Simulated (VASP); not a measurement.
# Al9O in VASP: relaxation of the atoms with PBEsol

Aim: the relaxation of the atoms of Al9O with PBEsol.

All numbers are computed with VASP 6.6.1; they aren't measurements. Logs are shortened: lines on timing, memory, paths and dates and some standing lists are left out, and cuts for length are marked.

## (1) The cell of the first run

The cell holds a slab with vacuum, 10 atoms: a = 2.836 Å, b = 2.836 Å, c = 37.644 Å, α = 90.00°, β = 90.00°, γ = 120.00°.

## (2) Relaxation of the atoms, PBEsol

INCAR

```
SYSTEM = Al9O
ALGO     = Normal         ! electronic algorithm
DIPOL    = 0.5 0.5 0.500
EDIFF    = 1E-6           ! SCF threshold, eV
EDIFFG   = -0.03          ! ionic threshold
ENCUT    = 520            ! plane-wave cutoff, eV
GGA      = PS             ! functional
IBRION   = 2              ! ionic algorithm
IDIPOL   = 3            
ISIF     = 2              ! what is computed and relaxed
ISMEAR   = 0              ! smearing method
LASPH    = .True.         ! aspherical terms in the spheres
LCHARG   = .False.        ! write CHGCAR
LDIPOL   = .True.       
LREAL    = .False.        ! projectors in reciprocal space
LWAVE    = .False.        ! write WAVECAR
NELM     = 100            ! most SCF steps
NSW      = 90             ! ionic steps
PREC     = Accurate       ! precision mode
SIGMA    = 0.1            ! smearing width, eV
```

KPOINTS

```
k-points
0
Gamma
  12 12 1
  0 0 0
```

POSCAR

```
Al9O
1.0
    2.8362844918      0.0000000000      0.0000000000
   -1.4181422459      2.4562944222      0.0000000000
    0.0000000000      0.0000000000     37.6442989108
Al O
9 1
Selective dynamics
Direct
    0.3333333333      0.6666666667      0.2257978033  F F F
    0.0000000000      0.0000000000      0.2877072406  F F F
    0.6666666667      0.3333333333      0.3496166779  F F F
    0.0000000000      0.0000000000      0.4115261153  F F F
    0.3333333333      0.6666666667      0.4729161237  T T T
    0.0000000000      0.0000000000      0.5342805556  T T T
    0.6666666667      0.3333333333      0.5966221375  T T T
    0.0000000000      0.0000000000      0.6583877038  T T T
    0.3333333333      0.6666666667      0.7209215701  T T T
    0.0000000000      0.0000000000      0.7453608617  T T T
```

Potentials or basis: VASP PAW PBE potentials, release 64 (Al, O).

On the command line:

```console
$ cat potpaw_PBE.64/Al/POTCAR potpaw_PBE.64/O/POTCAR > POTCAR
$ mpirun -np 1 vasp_std > vasp.out
```

OUTCAR:

```text
SYSTEM = Al9O
   EDIFF = 1E-6
   EDIFFG = -0.03
   ENCUT = 520
   GGA = PS
   IBRION = 2
   ISIF = 2
   ISMEAR = 0
   LASPH = .True.
   LREAL = .False.
   NELM = 100
   NSW = 90
   PREC = Accurate

 ion  position               nearest neighbor table
   1  0.333  0.667  0.226-   2 2.85   2 2.85   2 2.85
   2  0.000  0.000  0.288-   1 2.85   3 2.85   1 2.85   3 2.85   3 2.85   1 2.85
   3  0.667  0.333  0.350-   2 2.85   2 2.85   2 2.85   4 2.85   4 2.85   4 2.85
   4  0.000  0.000  0.412-   5 2.83   5 2.83   5 2.83   3 2.85   3 2.85   3 2.85
   5  0.333  0.667  0.473-   6 2.83   6 2.83   6 2.83   4 2.83   4 2.83   4 2.83
   6  0.000  0.000  0.534-   5 2.83   5 2.83   5 2.83   7 2.86   7 2.86   7 2.86
   7  0.667  0.333  0.597-   8 2.84   8 2.84   8 2.84   6 2.86   6 2.86   6 2.86
   8  0.000  0.000  0.658-   7 2.84   7 2.84   7 2.84   9 2.87   9 2.87   9 2.87
   9  0.333  0.667  0.721-  10 1.88  10 1.88  10 1.88   8 2.87   8 2.87   8 2.87
  10  0.000  0.000  0.745-   9 1.88   9 1.88   9 1.88

  LATTYP: Found a hexagonal cell.
 ALAT       =     2.8362844918
 C/A-ratio  =    13.2723988089

  Lattice vectors:

 A1 = (   2.8362844918,   0.0000000000,   0.0000000000)
 A2 = (  -1.4181422459,   2.4562944222,   0.0000000000)
 A3 = (   0.0000000000,   0.0000000000,  37.6442989108)

Analysis of symmetry for initial positions (statically):
=====================================================================
 Subroutine PRICEL returns:
 Original cell was already a primitive cell.

 Routine SETGRP: Setting up the symmetry group for a
 hexagonal supercell.

 Subroutine GETGRP returns: Found  6 space group operations
 (whereof  6 operations were pure point group operations)
 out of a pool of 24 trial point group operations.

The static configuration has the point symmetry C_3v.

Analysis of symmetry for dynamics (positions and initial velocities):
=====================================================================
 Subroutine PRICEL returns:
 Original cell was already a primitive cell.

 Routine SETGRP: Setting up the symmetry group for a
 hexagonal supercell.

 Subroutine GETGRP returns: Found  6 space group operations
 (whereof  6 operations were pure point group operations)
 out of a pool of 24 trial point group operations.

The dynamic configuration has the point symmetry C_3v.

Analysis of constrained symmetry for selective dynamics:
=====================================================================
 Subroutine PRICEL returns:
 Original cell was already a primitive cell.

 Routine SETGRP: Setting up the symmetry group for a
 hexagonal supercell.

 Subroutine GETGRP returns: Found  6 space group operations
 (whereof  6 operations were pure point group operations)
 out of a pool of 24 trial point group operations.

The constrained configuration has the point symmetry C_3v.

 Subroutine INISYM returns: Found  6 space group operations
 (whereof  6 operations are pure point group operations),
 and found     1 'primitive' translations

----------------------------------------------------------------------------------------

                                     Primitive cell

  volume of cell :     262.2584

  direct lattice vectors                    reciprocal lattice vectors
     2.836284492  0.000000000  0.000000000     0.352573941  0.203558660  0.000000000
    -1.418142246  2.456294422  0.000000000     0.000000000  0.407117319  0.000000000
     0.000000000  0.000000000 37.644298911     0.000000000  0.000000000  0.026564447

  length of vectors
     2.836284492  2.836284492 37.644298911     0.407117319  0.407117319  0.026564447

  position of ions in fractional coordinates (direct lattice)
     0.333333333  0.666666667  0.225797803
     0.000000000  0.000000000  0.287707241
     0.666666667  0.333333333  0.349616678
     0.000000000  0.000000000  0.411526115
     0.333333333  0.666666667  0.472916124
     0.000000000  0.000000000  0.534280556
     0.666666667  0.333333333  0.596622137
     0.000000000  0.000000000  0.658387704
[... 66 lines left out ...]
   dimension x,y,z NGX =    24 NGY =   24 NGZ =  280
   dimension x,y,z NGXF=    48 NGYF=   48 NGZF=  560
   ions per type =               9   1
   NGX,Y,Z   is equivalent  to a cutoff of  14.07, 14.07, 12.37 a.u.
   NGXF,Y,Z  is equivalent  to a cutoff of  28.13, 28.13, 24.73 a.u.
 SYSTEM =  Al9O
   PREC   = accura    normal or accurate (medium, high low for compatibility)
   ISTART =      0    job   : 0-new  1-cont  2-samecut
   ICHARG =      2    charge: 1-file 2-atom 10-const
   ISPIN  =      1    spin polarized calculation?
   LNONCOLLINEAR =      F non collinear calculations
   LSORBIT =      F    spin-orbit coupling
   LASPH  =      T    aspherical Exc in radial PAW
   ENCUT  =  520.0 eV  38.22 Ry    6.18 a.u.   5.27  5.27 69.99*2*pi/ulx,y,z
   NELM   =    100;   NELMIN=  2; NELMDL= -5     # of ELM steps
   EDIFF  = 0.1E-05   stopping-criterion for ELM
   LREAL  =      F    real-space projection
   EDIFFG = -.3E-01   stopping-criterion for IOM
   NSW    =     90    number of steps for IOM
   IBRION =      2    ionic relax: 0-MD 1-quasi-New 2-CG
   NFREE  =      1    steps in history (QN), initial steepest desc. (CG)
   ISIF   =      2    stress and relaxation
   ISYM   =      2    0-nonsym 1-usesym 2-fastsym
   POTIM  = 0.5000    time-step for ionic-motion
   TEBEG  =    0.0;   TEEND  =   0.0 temperature during run
   PSTRESS=    0.0 pullay stress
   NELECT =      33.0000    total number of electrons
   NUPDOWN=      -1.0000    fix difference up-down
   EMIN   =  10.00;   EMAX   =-10.00  energy-range for DOS
   EFERMI =   0.00;   METHOD = LEGACY
   ISMEAR =     0;   SIGMA  =   0.10  broadening in eV -4-tet -1-fermi 0-gaus
   EFERMI_NEDOS =   21; number of points for ismear=-14 and -15
   IALGO  =     38    algorithm
   IMIX   =      4    mixing-type and parameters
     AMIX     =   0.40;   BMIX     =  1.00
     AMIX_MAG =   1.60;   BMIX_MAG =  1.00
  volume/ion in A,a.u.               =      26.23       176.98
  Fermi-wavevector in a.u.,A,eV,Ry     =   0.820357  1.550250  9.156530  0.672986
  Thomas-Fermi vector in A             =   1.931325
   LORBIT       =      0    0 simple, 1 ext, 2 COOP (PROOUT), +10 PAW based schemes
   GGA     = PS    functional components
   LHFCALC =     F    Hartree Fock is set to
   AEXX    =    0.0000 exact exchange contribution
   IVDW    =     0    specifies the selected vdW correction
   LEPSILON=     F    determine dielectric tensor
   LRPA    =     F    only Hartree local field effects (RPA)
 conjugate gradient relaxation of ions
 non-spin polarized calculation
 Gauss-broadening in eV      SIGMA  =   0.10
  energy-cutoff  :      520.00
  volume of cell :      262.26
 maximum number of plane-waves:      7104
 NGX is ok and might be reduce to    24
   NGX = 11   NGY = 11   NGZ =139

--------------------------------------- Ionic step        1  -------------------------------------------

 number of electron      33.0000006 magnetization

 Free energy of the ion-electron system (eV)
  ---------------------------------------------------
  ext. energy  EPLUGINS =         0.00000000
  ---------------------------------------------------
  free energy    TOTEN  =       -45.50367924 eV

  energy without entropy =      -45.48237563  energy(sigma->0) =      -45.49302743

------------------------ aborting loop because EDIFF is reached ----------------------------------------

  FORCE on cell =-STRESS in cart. coord.  units (eV):
  Direction    XX          YY          ZZ          XY          YZ          ZX
  --------------------------------------------------------------------------------------
  -------------------------------------------------------------------------------------
  Total       -0.0794740     -0.0794740     -2.4051554      0.0000000      0.0000000      0.0000000
  in kB       -0.4855188     -0.4855188    -14.6934677      0.0000000      0.0000000      0.0000000
  external PRESSURE =      -5.2215018 kB  Pullay stress =       0.0000000 kB
[... 69 lines left out ...]
  FREE ENERGIE OF THE ION-ELECTRON SYSTEM (eV)
  ---------------------------------------------------
  free  energy   TOTEN  =       -45.6857699774 eV

  energy  without entropy=      -45.6633667606  energy(sigma->0) =      -45.67456837

 dipolmoment           0.000000      0.000000     -0.014996 electrons x Angstroem

--------------------------------------- Ionic step        3  -------------------------------------------

 number of electron      32.9999997 magnetization

------------------------ aborting loop because EDIFF is reached ----------------------------------------
[... 33 lines left out ...]
  FREE ENERGIE OF THE ION-ELECTRON SYSTEM (eV)
  ---------------------------------------------------
  free  energy   TOTEN  =       -45.7561658691 eV

  energy  without entropy=      -45.7343103664  energy(sigma->0) =      -45.74523812

[... ionic steps 4 to 15 ...]

--------------------------------------- Ionic step       16  -------------------------------------------

 number of electron      33.0000006 magnetization

------------------------ aborting loop because EDIFF is reached ----------------------------------------
[... 83 lines left out ...]
--------------------------------------- Ionic step       18  -------------------------------------------

 number of electron      33.0000006 magnetization

 dipolmoment           0.000000      0.000000      0.026518 electrons x Angstroem

 Free energy of the ion-electron system (eV)
  ---------------------------------------------------
  ext. energy  EPLUGINS =         0.00000000
  ---------------------------------------------------
  free energy    TOTEN  =       -45.75989580 eV

  energy without entropy =      -45.73861549  energy(sigma->0) =      -45.74925565

 E-fermi :   2.8267     XC(G=0):  -6.3823

 val. band max:        2.7739090913   @ k =   0.3333   0.3333   0.0000
 cond. band min:       2.8336140636   @ k =   0.3333   0.1667   0.0000
 fundamental gap:      0.0597049723
 Fermi energy:         2.8266856407

 k-point     1 :       0.0000    0.0000    0.0000
  band No.  band energies     occupation
      1     -18.7746      2.00000
      2      -8.3436      2.00000
      3      -8.0890      2.00000
      4      -7.6872      2.00000
      5      -7.1109      2.00000
      6      -6.4032      2.00000
[... 464 lines left out ...]
     21       2.3883      2.00000
     22       2.7739      1.54456

------------------------ aborting loop because EDIFF is reached ----------------------------------------

 vacuum level on the upper side and lower side of the slab       (xc-potential included)         0.325        -0.365

  FORCE on cell =-STRESS in cart. coord.  units (eV):
  Direction    XX          YY          ZZ          XY          YZ          ZX
  --------------------------------------------------------------------------------------
  -------------------------------------------------------------------------------------
  Total        1.2713958      1.2713958     -0.2272110     -0.0000000      0.0000000     -0.0000000
  in kB        7.7671543      7.7671543     -1.3880673     -0.0000000      0.0000000     -0.0000000
  external PRESSURE =       4.7154138 kB  Pullay stress =       0.0000000 kB
[... 25 lines left out ...]
  FREE ENERGIE OF THE ION-ELECTRON SYSTEM (eV)
  ---------------------------------------------------
  free  energy   TOTEN  =       -45.7598958038 eV

  energy  without entropy=      -45.7386154923  energy(sigma->0) =      -45.74925565

 reached required accuracy - stopping structural energy minimisation

 vacuum level on the upper side and lower side of the slab         7.596         6.896
```

It took 23 min on 1 thread of Intel Xeon Platinum 8488C (Sapphire Rapids), shared host; peak memory 0.46 GiB.

Results:

| Property | Result |
| --- | --- |
| Free energy | -45.7599 eV |
| Energy gained by relaxing | 25.6 meV/atom |
| Ionic steps | 18 |

The path:
```tsv
step	energy change (eV)	largest force on free atoms (eV/Å)	pressure (GPa)
1	0.0000	2.8175	-0.52
2	-0.1821	1.6311	1.00
3	-0.2525	0.0909	0.40
4	-0.2524	0.1138	0.38
5	-0.2533	0.0997	0.39
6	-0.2544	0.0750	0.41
7	-0.2533	0.1315	0.45
8	-0.2545	0.0745	0.42
9	-0.2551	0.0750	0.46
10	-0.2551	0.1062	0.47
11	-0.2554	0.0830	0.47
12	-0.2559	0.0388	0.47
13	-0.2559	0.0405	0.46
14	-0.2560	0.0336	0.46
15	-0.2561	0.0332	0.46
16	-0.2560	0.0728	0.46
17	-0.2562	0.0421	0.46
18	-0.2562	0.0182	0.47
```

Final structure:
```yaml
crystal:
  lattice:
    - [2.83628, 0.00000, 0.00000]
    - [-1.41814, 2.45629, 0.00000]
    - [0.00000, 0.00000, 37.64430]
  atoms:
    - { symbol: Al, position: [0.33333, 0.66667, 0.22580] }
    - { symbol: Al, position: [0.00000, 0.00000, 0.28771] }
    - { symbol: Al, position: [0.66667, 0.33333, 0.34962] }
    - { symbol: Al, position: [0.00000, 0.00000, 0.41153] }
    - { symbol: Al, position: [0.33333, 0.66667, 0.47300] }
    - { symbol: Al, position: [0.00000, 0.00000, 0.53508] }
    - { symbol: Al, position: [0.66667, 0.33333, 0.59724] }
    - { symbol: Al, position: [0.00000, 0.00000, 0.65861] }
    - { symbol: Al, position: [0.33333, 0.66667, 0.72250] }
    - { symbol: O, position: [0.00000, 0.00000, 0.74220] }
```

Caveat: the highest band is partly filled, so the run has too few bands; the PAW data sets were made with another functional, which shifts forces and pressure a little.
